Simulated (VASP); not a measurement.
# Ge4MoW (P4/mmm) in VASP: relaxation of cell and atoms with PBE

Aim: the relaxation of cell and atoms of Ge4MoW with PBE.

All numbers are computed with VASP 6.6.1; they aren't measurements. Logs are shortened: lines on timing, memory, paths and dates and some standing lists are left out, and cuts for length are marked.

## Step 1: The cell of the first run

Symmetry: P4/mmm, No. 123, tetragonal system. Conventional cell: a = 3.336 Å, b = 3.336 Å, c = 8.315 Å, α = 90.00°, β = 90.00°, γ = 90.00°. Within 3.6 Å of Ge (site symmetry 4mm) lie 9 Ge at 2.71 to 3.34 Å and 4 W at 2.72 Å and 1 Mo at 2.80 Å. Ge (site symmetry 4mm) has 9 Ge at 2.68 to 3.34 Å and 4 Mo at 2.71 Å and 1 W at 2.82 Å within 3.5 Å. Within 3.6 Å of Mo (site symmetry 4/mmm) lie 10 Ge at 2.71 to 2.80 Å and 4 Mo at 3.34 Å. W (site symmetry 4/mmm) has 10 Ge at 2.72 to 2.82 Å and 4 W at 3.34 Å within 3.6 Å.

## Step 2: Relaxation of cell and atoms, PBE

The input, INCAR:

```
PREC = Accurate
ENCUT = 600
EDIFF = 1E-6
ISMEAR = 0
SIGMA = 0.1
LREAL = False
LASPH = True
NELM = 60
ALGO = Fast
ISIF = 3
LWAVE = False
LCHARG = False
GGA = PE
IBRION = 2
NSW = 100
EDIFFG = -0.01
```

The input, KPOINTS:

```
regular mesh
0
Gamma
  12 12 6
```

The input, POSCAR:

```
Ge4MoW
1.0
    3.3360836042      0.0000000000      0.0000000000
    0.0000000000      3.3360836042      0.0000000000
    0.0000000000      0.0000000000      8.3149284841
Ge Mo W
4 1 1
Direct
    0.0000000000      0.0000000000      0.6629753915
    0.5000000000      0.5000000000      0.1612865823
    0.0000000000      0.0000000000      0.3370246085
    0.5000000000      0.5000000000      0.8387134177
    0.0000000000      0.0000000000      0.0000000000
    0.5000000000      0.5000000000      0.5000000000
```

Potentials or basis: VASP PAW PBE potentials, release 64 (Ge_d, Mo_sv, W_sv).

Launch:

```bash
$ cat potpaw_PBE.64/Ge_d/POTCAR potpaw_PBE.64/Mo_sv/POTCAR potpaw_PBE.64/W_sv/POTCAR > POTCAR
$ mpirun -np 1 vasp_std > vasp.out
```

OUTCAR:

```text
PREC = Accurate
   ENCUT = 600
   EDIFF = 1E-6
   ISMEAR = 0
   LREAL = False
   LASPH = True
   NELM = 60
   ISIF = 3
   GGA = PE
   IBRION = 2
   NSW = 100
   EDIFFG = -0.01

 ion  position               nearest neighbor table
   1  0.000  0.000  0.663-   3 2.71   6 2.72   6 2.72   6 2.72   6 2.72   4 2.77   4 2.77   4 2.77
                             4 2.77   5 2.80
   2  0.500  0.500  0.161-   4 2.68   5 2.71   5 2.71   5 2.71   5 2.71   3 2.77   3 2.77   3 2.77
                             3 2.77   6 2.82
   3  0.000  0.000  0.337-   1 2.71   6 2.72   6 2.72   6 2.72   6 2.72   2 2.77   2 2.77   2 2.77
                             2 2.77   5 2.80
   4  0.500  0.500  0.839-   2 2.68   5 2.71   5 2.71   5 2.71   5 2.71   1 2.77   1 2.77   1 2.77
                             1 2.77   6 2.82
   5  0.000  0.000  0.000-   2 2.71   4 2.71   2 2.71   4 2.71   2 2.71   4 2.71   2 2.71   4 2.71
                             3 2.80   1 2.80
   6  0.500  0.500  0.500-   1 2.72   3 2.72   1 2.72   3 2.72   1 2.72   3 2.72   1 2.72   3 2.72
                             2 2.82   4 2.82

  LATTYP: Found a simple tetragonal cell.
 ALAT       =     3.3360836042
 C/A-ratio  =     2.4924220945

  Lattice vectors:

 A1 = (   3.3360836042,   0.0000000000,   0.0000000000)
 A2 = (   0.0000000000,   3.3360836042,   0.0000000000)
 A3 = (   0.0000000000,   0.0000000000,   8.3149284841)

Analysis of symmetry for initial positions (statically):
=====================================================================
 Subroutine PRICEL returns:
 Original cell was already a primitive cell.

 Routine SETGRP: Setting up the symmetry group for a
 simple tetragonal supercell.

 Subroutine GETGRP returns: Found 16 space group operations
 (whereof 16 operations were pure point group operations)
 out of a pool of 16 trial point group operations.

The static configuration has the point symmetry D_4h.

Analysis of symmetry for dynamics (positions and initial velocities):
=====================================================================
 Subroutine PRICEL returns:
 Original cell was already a primitive cell.

 Routine SETGRP: Setting up the symmetry group for a
 simple tetragonal supercell.

 Subroutine GETGRP returns: Found 16 space group operations
 (whereof 16 operations were pure point group operations)
 out of a pool of 16 trial point group operations.

[... 115 lines left out ...]
   ISYM   =      2    0-nonsym 1-usesym 2-fastsym
   POTIM  = 0.5000    time-step for ionic-motion
   TEBEG  =    0.0;   TEEND  =   0.0 temperature during run
   PSTRESS=    0.0 pullay stress
   NELECT =      84.0000    total number of electrons
   NUPDOWN=      -1.0000    fix difference up-down
   EMIN   =  10.00;   EMAX   =-10.00  energy-range for DOS
   EFERMI =   0.00;   METHOD = LEGACY
   ISMEAR =     0;   SIGMA  =   0.10  broadening in eV -4-tet -1-fermi 0-gaus
   EFERMI_NEDOS =   21; number of points for ismear=-14 and -15
   IALGO  =     68    algorithm
   IMIX   =      4    mixing-type and parameters
     AMIX     =   0.40;   BMIX     =  1.00
     AMIX_MAG =   1.60;   BMIX_MAG =  1.00
  volume/ion in A,a.u.               =      15.42       104.08
  Fermi-wavevector in a.u.,A,eV,Ry     =   1.585102  2.995408 34.185283  2.512547
  Thomas-Fermi vector in A             =   2.684618
   LORBIT       =      0    0 simple, 1 ext, 2 COOP (PROOUT), +10 PAW based schemes
   GGA     = PE    functional components
   LHFCALC =     F    Hartree Fock is set to
   AEXX    =    0.0000 exact exchange contribution
   IVDW    =     0    specifies the selected vdW correction
   LEPSILON=     F    determine dielectric tensor
   LRPA    =     F    only Hartree local field effects (RPA)
 conjugate gradient relaxation of ions
 non-spin polarized calculation
 RMM-DIIS sequential band-by-band and
 Gauss-broadening in eV      SIGMA  =   0.10
  energy-cutoff  :      600.00
  volume of cell :       92.54
 maximum number of plane-waves:      3118
 NGX is ok and might be reduce to    28
   NGX = 13   NGY = 13   NGZ = 33

--------------------------------------- Ionic step        1  -------------------------------------------

 number of electron      83.9999977 magnetization

 Free energy of the ion-electron system (eV)
  ---------------------------------------------------
  ext. energy  EPLUGINS =         0.00000000
  ---------------------------------------------------
  free energy    TOTEN  =       -42.14613346 eV

  energy without entropy =      -42.13801852  energy(sigma->0) =      -42.14207599

------------------------ aborting loop because EDIFF is reached ----------------------------------------

  FORCE on cell =-STRESS in cart. coord.  units (eV):
  Direction    XX          YY          ZZ          XY          YZ          ZX
  --------------------------------------------------------------------------------------
  -------------------------------------------------------------------------------------
  Total        0.0776319      0.0776319     -0.5814804      0.0000000     -0.0000000      0.0000000
  in kB        1.3440588      1.3440588    -10.0673066      0.0000000     -0.0000000      0.0000000
  external PRESSURE =      -2.4597297 kB  Pullay stress =       0.0000000 kB
[... 227 lines left out ...]
--------------------------------------- Ionic step        7  -------------------------------------------

 number of electron      83.9999986 magnetization

 Free energy of the ion-electron system (eV)
  ---------------------------------------------------
  ext. energy  EPLUGINS =         0.00000000
  ---------------------------------------------------
  free energy    TOTEN  =       -42.14721367 eV

  energy without entropy =      -42.13940646  energy(sigma->0) =      -42.14331007

 E-fermi :  10.0516     XC(G=0): -12.7798

 val. band max:       10.0368806877   @ k =   0.3333   0.0000   0.0000
 cond. band min:      10.0531762067   @ k =   0.1667   0.1667   0.0000
 fundamental gap:      0.0162955190
 Fermi energy:        10.0515982578

 k-point     1 :       0.0000    0.0000    0.0000
  band No.  band energies     occupation
      1     -64.0273      2.00000
      2     -50.8403      2.00000
      3     -28.2304      2.00000
      4     -28.2250      2.00000
      5     -28.2250      2.00000
      6     -24.9527      2.00000
[... 1261 lines left out ...]
     49      13.7342      0.00000
     50      13.9852      0.00000

 [... further k-points ...]

------------------------ aborting loop because EDIFF is reached ----------------------------------------

  FORCE on cell =-STRESS in cart. coord.  units (eV):
  Direction    XX          YY          ZZ          XY          YZ          ZX
  --------------------------------------------------------------------------------------
  -------------------------------------------------------------------------------------
  Total        0.0154932      0.0154932      0.0125273      0.0000000      0.0000000      0.0000000
  in kB        0.2680468      0.2680468      0.2167351      0.0000000      0.0000000      0.0000000
  external PRESSURE =       0.2509429 kB  Pullay stress =       0.0000000 kB
[... 21 lines left out ...]
  FREE ENERGIE OF THE ION-ELECTRON SYSTEM (eV)
  ---------------------------------------------------
  free  energy   TOTEN  =       -42.1472136729 eV

  energy  without entropy=      -42.1394064612  energy(sigma->0) =      -42.14331007

 reached required accuracy - stopping structural energy minimisation
```

OSZICAR:

```text
N       E                     dE             d eps       ncg     rms          rms(c)
DAV:   1     0.111394178472E+04    0.11139E+04   -0.42647E+04 14380   0.492E+03
DAV:   2     0.156786532533E+03   -0.95716E+03   -0.93010E+03 11608   0.111E+03
DAV:   3    -0.282819662451E+02   -0.18507E+03   -0.18012E+03 11550   0.287E+02
DAV:   4    -0.433717668706E+02   -0.15090E+02   -0.14637E+02 13808   0.809E+01
[... 74 lines left out ...]
RMM:   3    -0.421472580527E+02    0.36721E-04   -0.16969E-04 13109   0.821E-02    0.438E-02
RMM:   4    -0.421472198529E+02    0.38200E-04   -0.56896E-05 13458   0.425E-02    0.204E-02
RMM:   5    -0.421472122224E+02    0.76305E-05   -0.20489E-05 12477   0.256E-02    0.942E-03
RMM:   6    -0.421472136656E+02   -0.14433E-05   -0.57892E-06  9364   0.189E-02    0.218E-03
RMM:   7    -0.421472136729E+02   -0.72523E-08   -0.12383E-06  7284   0.960E-03
   7 F= -.42147214E+02 E0= -.42143310E+02  d E =-.453499E-04
```

CONTCAR:

```text
Ge4MoW
   1.00000000000000
     3.3416875812978524    0.0000000000000000   -0.0000000000000000
     0.0000000000000000    3.3416875812978524    0.0000000000000000
     0.0000000000000000    0.0000000000000000    8.2929409750738774
  Ge              Mo              W
     4     1     1
Direct
     0.0000000000000000    0.0000000000000000    0.6627562370381824
     0.5000000000000000    0.5000000000000000    0.1614043654469984
     0.0000000000000000    0.0000000000000000    0.3372437629618176
     0.5000000000000000    0.5000000000000000    0.8385956345530016
     0.0000000000000000    0.0000000000000000    0.0000000000000000
     0.5000000000000000    0.5000000000000000    0.5000000000000000

  0.00000000E+00  0.00000000E+00  0.00000000E+00
  0.00000000E+00  0.00000000E+00  0.00000000E+00
  0.00000000E+00  0.00000000E+00  0.00000000E+00
  0.00000000E+00  0.00000000E+00  0.00000000E+00
  0.00000000E+00  0.00000000E+00  0.00000000E+00
  0.00000000E+00  0.00000000E+00  0.00000000E+00
```

Run time: 76 min. Hardware: 1 thread of Oxide Virtual Turin-like, shared host; peak memory 0.61 GiB.

What came out:

- Free energy: -42.1472 eV
- Relaxed volume: 15.43 Å³/atom
- Relaxed cell: a = 3.342 Å, b = 3.342 Å, c = 8.293 Å, α = 90.00°, β = 90.00°, γ = 90.00°
- Space group after relaxing (to 0.1 Å): P4/mmm (No. 123)
- Energy gained by relaxing: 0.2 meV/atom
- Ionic steps: 7
- Pressure after relaxing: 0.0 GPa
- Largest force after relaxing: 0.009 eV/Å
- Band gap on the k mesh: zero (bands 42 and 43 overlap by 1.15 eV)

Forces in eV/Å, atoms in the order of the input:
```
Ge   0.000  0.000 -0.001
Ge   0.000  0.000  0.009
Ge   0.000  0.000  0.001
Ge   0.000  0.000 -0.009
Mo   0.000  0.000  0.000
W    0.000  0.000  0.000
```

Step by step:
| step | energy change (eV) | largest force (eV/Å) | pressure (GPa) | volume (Å³) |
| --- | --- | --- | --- | --- |
| 1 | 0.0000 | 0.0474 | -0.25 | 92.54 |
| 2 | -0.0001 | 0.0333 | 0.74 | 92.22 |
| 3 | -0.0006 | 0.0204 | 0.44 | 92.38 |
| 4 | -0.0006 | 0.0257 | -0.19 | 92.71 |
| 5 | -0.0010 | 0.0169 | 0.14 | 92.54 |
| 6 | -0.0011 | 0.0114 | -0.15 | 92.66 |
| 7 | -0.0011 | 0.0088 | 0.03 | 92.61 |

Final structure:
```
Ge Mo W
1.0
     3.34169    0.00000    0.00000
     0.00000    3.34169    0.00000
     0.00000    0.00000    8.29294
Ge Mo W
4 1 1
Cartesian
  0.0000 0.0000 5.4962
  1.6708 1.6708 1.3385
  0.0000 0.0000 2.7967
  1.6708 1.6708 6.9544
  0.0000 0.0000 0.0000
  1.6708 1.6708 4.1465
```

Caveat: spin-orbit coupling is left out, which moves the levels of the heavy elements.
